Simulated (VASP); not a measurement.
# MgI2 (R3m) in VASP: further runs

Runs on MgI2. Level: PBE. Tasks: relaxation of cell and atoms, single point.

Everything below comes from runs of VASP 6.6.1. Logs are shortened: lines on timing, memory, paths and dates and some standing lists are left out, and cuts for length are marked.

### Step 1. The cell of the first run

Symmetry: R3m, No. 160, trigonal system. The conventional cell has a = 4.102 Å, b = 4.102 Å, c = 24.329 Å, α = 90.00°, β = 90.00°, γ = 120.00°. Mg (site symmetry 3m) has 6 I at 3.00 Å and 6 Mg at 4.10 Å within 4.2 Å. I (site symmetry 3m) has 3 Mg at 3.00 Å and 7 I at 3.70 to 4.10 Å within 4.2 Å. I (site symmetry 3m) has 3 Mg at 3.00 Å and 7 I at 3.70 to 4.10 Å within 4.2 Å.

### Step 2. Relaxation of cell and atoms, PBE

Input file INCAR:

```
ALGO     = Normal         # electronic algorithm
EDIFF    = 1E-6           # SCF threshold, eV
EDIFFG   = -0.01          # ionic threshold
ENCUT    = 600            # plane-wave cutoff, eV
GGA      = PE             # functional
IBRION   = 2              # ionic algorithm
ISIF     = 3              # what is computed and relaxed
ISMEAR   = 0              # smearing method
LASPH    = T              # aspherical terms in the spheres
LCHARG   = F              # write CHGCAR
LREAL    = F              # projectors in reciprocal space
LWAVE    = F              # write WAVECAR
NELM     = 80             # most SCF steps
NSW      = 100            # ionic steps
PREC     = Accurate       # precision mode
SIGMA    = 0.02           # smearing width, eV
```

Input file KPOINTS:

```
k-points
0
Gamma
  6 6 6
```

Input file POSCAR:

```
MgI2
1.0
    2.0512406750      1.1842843559      8.1098289429
   -2.0512406750      1.1842843559      8.1098289429
    0.0000000000     -2.3685687118      8.1098289429
Mg I
1 2
Direct
   -0.0000108561     -0.0000108561     -0.0000108561
    0.7426163309      0.7426163309      0.7426163309
    0.5906945252      0.5906945252      0.5906945252
```

Potentials or basis: VASP PAW PBE potentials, release 64 (Mg, I).

Started as:

```console
> cat potpaw_PBE.64/Mg/POTCAR potpaw_PBE.64/I/POTCAR > POTCAR
> mpirun -np 1 vasp_std > vasp.out
```

OUTCAR:

```text
EDIFF = 1E-6
   EDIFFG = -0.01
   ENCUT = 600
   GGA = PE
   IBRION = 2
   ISIF = 3
   ISMEAR = 0
   LASPH = T
   LREAL = F
   NELM = 80
   NSW = 100
   PREC = Accurate

 ion  position               nearest neighbor table
   1  1.000  1.000  1.000-   2 3.00   2 3.00   2 3.00   3 3.00   3 3.00   3 3.00
   2  0.743  0.743  0.743-   1 3.00   1 3.00   1 3.00
   3  0.591  0.591  0.591-   1 3.00   1 3.00   1 3.00

  LATTYP: Found a trigonal (rhomboedric) cell.
 ALAT       =     8.4486355837
 COS(alpha) =     0.8821064408

  Lattice vectors:

 A1 = (   2.0512406750,   1.1842843559,   8.1098289429)
 A2 = (  -2.0512406750,   1.1842843559,   8.1098289429)
 A3 = (   0.0000000000,  -2.3685687118,   8.1098289429)

Analysis of symmetry for initial positions (statically):
=====================================================================
 Subroutine PRICEL returns:
 Original cell was already a primitive cell.

 Routine SETGRP: Setting up the symmetry group for a
 trigonal (rhombohedral) supercell.

 Subroutine GETGRP returns: Found  6 space group operations
 (whereof  6 operations were pure point group operations)
 out of a pool of 12 trial point group operations.

The static configuration has the point symmetry C_3v.

Analysis of symmetry for dynamics (positions and initial velocities):
=====================================================================
 Subroutine PRICEL returns:
 Original cell was already a primitive cell.

 Routine SETGRP: Setting up the symmetry group for a
 trigonal (rhombohedral) supercell.

 Subroutine GETGRP returns: Found  6 space group operations
 (whereof  6 operations were pure point group operations)
 out of a pool of 12 trial point group operations.

The dynamic configuration has the point symmetry C_3v.

 Subroutine INISYM returns: Found  6 space group operations
 (whereof  6 operations are pure point group operations),
 and found     1 'primitive' translations

----------------------------------------------------------------------------------------

                                     Primitive cell

  volume of cell :     118.2049

  direct lattice vectors                    reciprocal lattice vectors
     2.051240675  1.184284356  8.109828943     0.243754917  0.140731967  0.041102388
    -2.051240675  1.184284356  8.109828943    -0.243754917  0.140731967  0.041102388
     0.000000000 -2.368568712  8.109828943     0.000000000 -0.281463934  0.041102388

  length of vectors
     8.448635584  8.448635584  8.448635584     0.284449208  0.284449208  0.284449208

  position of ions in fractional coordinates (direct lattice)
     0.999989144  0.999989144  0.999989144
     0.742616331  0.742616331  0.742616331
     0.590694525  0.590694525  0.590694525

  ion indices of the primitive-cell ions
   primitive index   ion index
                 1           1
                 2           2
                 3           3

----------------------------------------------------------------------------------------

 KPOINTS: k-points

Automatic generation of k-mesh.
 Grid dimensions read from file:
 generate k-points for:    6    6    6

 Generating k-lattice:

  Cartesian coordinates                     Fractional coordinates (reciprocal lattice)
     0.040625819  0.023455328  0.006850398     0.166666667 -0.000000000  0.000000000
    -0.040625819  0.023455328  0.006850398    -0.000000000  0.166666667  0.000000000
     0.000000000 -0.046910656  0.006850398     0.000000000  0.000000000  0.166666667

  Length of vectors
     0.047408201  0.047408201  0.047408201

  Shift w.r.t. Gamma in fractional coordinates (k-lattice)
     0.000000000  0.000000000  0.000000000

 Subroutine IBZKPT returns following result:
 ===========================================

 Found     32 irreducible k-points:

 Following reciprocal coordinates:
            Coordinates               Weight
  0.000000  0.000000  0.000000      1.000000
  0.166667  0.000000 -0.000000      6.000000
  0.333333 -0.000000  0.000000      6.000000
  0.500000  0.000000 -0.000000      3.000000
  0.166667  0.166667  0.000000      6.000000
  0.333333  0.166667  0.000000     12.000000
[... 16 lines left out ...]
  0.500000  0.500000  0.166667      6.000000
 -0.333333  0.500000  0.166667     12.000000
 [... further k-points ...]
   k-points           NKPTS =     32   k-points in BZ     NKDIM =     32   number of bands    NBANDS=     12
   number of dos      NEDOS =    301   number of ions     NIONS =      3
   total plane-waves  NPLWV = 343000
   dimension x,y,z NGX =    70 NGY =   70 NGZ =   70
   dimension x,y,z NGXF=   140 NGYF=  140 NGZF=  140
   ions per type =               1   2
   NGX,Y,Z   is equivalent  to a cutoff of  13.77, 13.77, 13.77 a.u.
   NGXF,Y,Z  is equivalent  to a cutoff of  27.55, 27.55, 27.55 a.u.
 SYSTEM =  unknown system
   PREC   = accura    normal or accurate (medium, high low for compatibility)
   ISTART =      0    job   : 0-new  1-cont  2-samecut
   ICHARG =      2    charge: 1-file 2-atom 10-const
   ISPIN  =      1    spin polarized calculation?
   LNONCOLLINEAR =      F non collinear calculations
   LSORBIT =      F    spin-orbit coupling
   LASPH  =      T    aspherical Exc in radial PAW
   ENCUT  =  600.0 eV  44.10 Ry    6.64 a.u.  16.87 16.87 16.87*2*pi/ulx,y,z
   NELM   =     80;   NELMIN=  2; NELMDL= -5     # of ELM steps
   EDIFF  = 0.1E-05   stopping-criterion for ELM
   LREAL  =      F    real-space projection
   EDIFFG = -.1E-01   stopping-criterion for IOM
   NSW    =    100    number of steps for IOM
   IBRION =      2    ionic relax: 0-MD 1-quasi-New 2-CG
   NFREE  =      1    steps in history (QN), initial steepest desc. (CG)
   ISIF   =      3    stress and relaxation
   ISYM   =      2    0-nonsym 1-usesym 2-fastsym
   POTIM  = 0.5000    time-step for ionic-motion
   TEBEG  =    0.0;   TEEND  =   0.0 temperature during run
   PSTRESS=    0.0 pullay stress
   NELECT =      16.0000    total number of electrons
   NUPDOWN=      -1.0000    fix difference up-down
   EMIN   =  10.00;   EMAX   =-10.00  energy-range for DOS
   EFERMI =   0.00;   METHOD = LEGACY
   ISMEAR =     0;   SIGMA  =   0.02  broadening in eV -4-tet -1-fermi 0-gaus
   EFERMI_NEDOS =   21; number of points for ismear=-14 and -15
   IALGO  =     38    algorithm
   IMIX   =      4    mixing-type and parameters
     AMIX     =   0.40;   BMIX     =  1.00
     AMIX_MAG =   1.60;   BMIX_MAG =  1.00
  volume/ion in A,a.u.               =      39.40       265.90
  Fermi-wavevector in a.u.,A,eV,Ry     =   0.840562  1.588431  9.613116  0.706544
  Thomas-Fermi vector in A             =   1.954964
   LORBIT       =      0    0 simple, 1 ext, 2 COOP (PROOUT), +10 PAW based schemes
   GGA     = PE    functional components
   LHFCALC =     F    Hartree Fock is set to
   AEXX    =    0.0000 exact exchange contribution
   IVDW    =     0    specifies the selected vdW correction
   LEPSILON=     F    determine dielectric tensor
   LRPA    =     F    only Hartree local field effects (RPA)
 conjugate gradient relaxation of ions
 non-spin polarized calculation
 Gauss-broadening in eV      SIGMA  =   0.02
  energy-cutoff  :      600.00
  volume of cell :      118.20
 maximum number of plane-waves:      3971
 NGX is ok and might be reduce to    70
   NGX = 33   NGY = 33   NGZ = 33

 number of electron      16.0000000 magnetization

 Free energy of the ion-electron system (eV)
  ---------------------------------------------------
  ext. energy  EPLUGINS =         0.00000000
  ---------------------------------------------------
  free energy    TOTEN  =        -7.26100193 eV

  energy without entropy =       -7.26100193  energy(sigma->0) =       -7.26100193

 E-fermi :   1.5741     XC(G=0):  -7.5315

 val. band max:        1.4772969259   @ k =   0.5000   0.5000   0.5000
 cond. band min:       4.2559470083   @ k =   0.0000   0.0000   0.0000
 fundamental gap:      2.7786500824
 Fermi energy:         1.5741337325

 k-point     1 :       0.0000    0.0000    0.0000
  band No.  band energies     occupation
      1     -10.6594      2.00000
      2     -10.1674      2.00000
      3      -2.2147      2.00000
      4       0.7170      2.00000
      5       1.0249      2.00000
      6       1.0249      2.00000
      7       1.4554      2.00000
      8       1.4554      2.00000
      9       4.2559      0.00000
     10       6.9070      0.00000
     11       7.4541      0.00000
     12       7.9755      0.00000

 k-point     2 :       0.1667    0.0000   -0.0000
  band No.  band energies     occupation
      1     -10.5329      2.00000
      2     -10.0605      2.00000
      3      -2.0337      2.00000
      4      -0.0703      2.00000
      5       0.4899      2.00000
      6       0.8069      2.00000
      7       0.8838      2.00000
      8       1.2611      2.00000
      9       5.0273      0.00000
     10       6.8286      0.00000
     11       7.5648      0.00000
     12       7.7562      0.00000

 k-point     3 :       0.3333   -0.0000    0.0000
  band No.  band energies     occupation
      1     -10.2533      2.00000
      2      -9.8281      2.00000
      3      -1.8765      2.00000
      4      -1.2256      2.00000
      5      -0.7712      2.00000
      6       0.4330      2.00000
      7       0.9180      2.00000
      8       1.0279      2.00000
      9       4.8929      0.00000
     10       5.5859      0.00000
     11       7.2886      0.00000
     12       7.8140      0.00000

 k-point     4 :       0.5000    0.0000   -0.0000
  band No.  band energies     occupation
      1     -10.0968      2.00000
      2      -9.7006      2.00000
      3      -2.2991      2.00000
      4      -1.3349      2.00000
      5      -1.0853      2.00000
      6       0.2688      2.00000
      7       0.7642      2.00000
      8       1.1200      2.00000
      9       4.3484      0.00000
     10       5.1875      0.00000
     11       6.9622      0.00000
     12       8.3260      0.00000

 k-point     5 :       0.1667    0.1667    0.0000
  band No.  band energies     occupation
      1     -10.5305      2.00000
      2     -10.0636      2.00000
      3      -2.0151      2.00000
      4      -0.0624      2.00000
      5       0.4755      2.00000
      6       0.7957      2.00000
      7       0.8396      2.00000
      8       1.2755      2.00000
      9       5.0763      0.00000
     10       6.8261      0.00000
     11       7.5338      0.00000
     12       7.8348      0.00000
[... 228 lines left out ...]
      1     -10.0914      2.00000
      2      -9.7125      2.00000
      3      -2.0358      2.00000
      4      -1.0719      2.00000
      5      -0.9732      2.00000
      6      -0.3838      2.00000
      7       0.2793      2.00000
      8       0.9719      2.00000
      9       4.7344      0.00000
     10       5.9221      0.00000
     11       7.8735      0.00000
     12       7.9461      0.00000

 k-point    22 :      -0.1667    0.3333    0.1667
  band No.  band energies     occupation
      1     -10.0975      2.00000
      2      -9.7049      2.00000
      3      -2.0090      2.00000
      4      -1.1021      2.00000
      5      -1.0553      2.00000
      6      -0.3820      2.00000
      7       0.2806      2.00000
      8       1.1000      2.00000
      9       4.8356      0.00000
     10       5.8994      0.00000
     11       7.7140      0.00000
     12       7.9571      0.00000

 k-point    23 :       0.5000    0.5000    0.1667
  band No.  band energies     occupation
      1     -10.2372      2.00000
      2      -9.8484      2.00000
      3      -1.8656      2.00000
      4      -1.0506      2.00000
      5      -0.7912      2.00000
      6       0.4008      2.00000
      7       0.7052      2.00000
      8       0.9613      2.00000
      9       4.9410      0.00000
     10       5.6915      0.00000
     11       7.2697      0.00000
     12       8.2984      0.00000

 k-point    24 :      -0.3333    0.5000    0.1667
  band No.  band energies     occupation
      1     -10.0888      2.00000
      2      -9.7157      2.00000
      3      -2.0250      2.00000
      4      -1.0884      2.00000
      5      -0.9568      2.00000
      6      -0.3849      2.00000
      7       0.2982      2.00000
      8       0.9219      2.00000
      9       4.8103      0.00000
     10       5.9008      0.00000
     11       7.7229      0.00000
     12       7.9902      0.00000

 [... further k-points ...]

------------------------ aborting loop because EDIFF is reached ----------------------------------------

  FORCE on cell =-STRESS in cart. coord.  units (eV):
  Direction    XX          YY          ZZ          XY          YZ          ZX
  --------------------------------------------------------------------------------------
  -------------------------------------------------------------------------------------
  Total       -0.0170667     -0.0170667     -0.0148083      0.0000000     -0.0000000     -0.0000000
  in kB       -0.2313255     -0.2313255     -0.2007151      0.0000000     -0.0000000     -0.0000000
  external PRESSURE =      -0.2211220 kB  Pullay stress =       0.0000000 kB

 VOLUME and BASIS-vectors are now :
 -----------------------------------------------------------------------------
  energy-cutoff  :      600.00
  volume of cell :      118.20
      direct lattice vectors                 reciprocal lattice vectors
     2.051240675  1.184284356  8.109828943     0.243754917  0.140731967  0.041102388
    -2.051240675  1.184284356  8.109828943    -0.243754917  0.140731967  0.041102388
     0.000000000 -2.368568712  8.109828943     0.000000000 -0.281463934  0.041102388

 POSITION                                       TOTAL-FORCE (eV/Angst)
 -----------------------------------------------------------------------------------
      0.00000      0.00000     24.32922         0.000000      0.000000     -0.000080
      0.00000      0.00000     18.06747         0.000000     -0.000000     -0.008061
      0.00000      0.00000     14.37129         0.000000      0.000000      0.008141
 -----------------------------------------------------------------------------------
    total drift:                                0.000000      0.000000      0.000286

  FREE ENERGIE OF THE ION-ELECTRON SYSTEM (eV)
  ---------------------------------------------------
  free  energy   TOTEN  =        -7.2610019270 eV

  energy  without entropy=       -7.2610019270  energy(sigma->0) =       -7.26100193

 reached required accuracy - stopping structural energy minimisation
```

Wall time 2.2 min (1 thread of Intel Xeon Platinum 8488C (Sapphire Rapids), shared host); peak memory 0.67 GiB.

What came out:

* Free energy: -7.2610 eV
* Pressure after relaxing: 0.0 GPa
* Largest force after relaxing: 0.008 eV/Å
* Band gap on the k mesh: 2.78 eV (least direct gap 2.80 eV)

Forces on the atoms (eV/Å):
```
Mg   0.000  0.000  0.000
I    0.000  0.000 -0.008
I    0.000  0.000  0.008
```

Final structure:
```xyz
3
Lattice="2.0512 1.1843 8.1098 -2.0512 1.1843 8.1098 0.0000 -2.3686 8.1098" Properties=species:S:1:pos:R:3 pbc="T T T"
Mg    0.0000    0.0000   24.3292
I     0.0000    0.0000   18.0675
I     0.0000    0.0000   14.3713
```

Caveat: the relaxation stopped at its first step, so nothing moved; spin-orbit coupling is left out, which moves the levels of the heavy elements. A k mesh can miss the band edges.

[end of part 1 of 2]
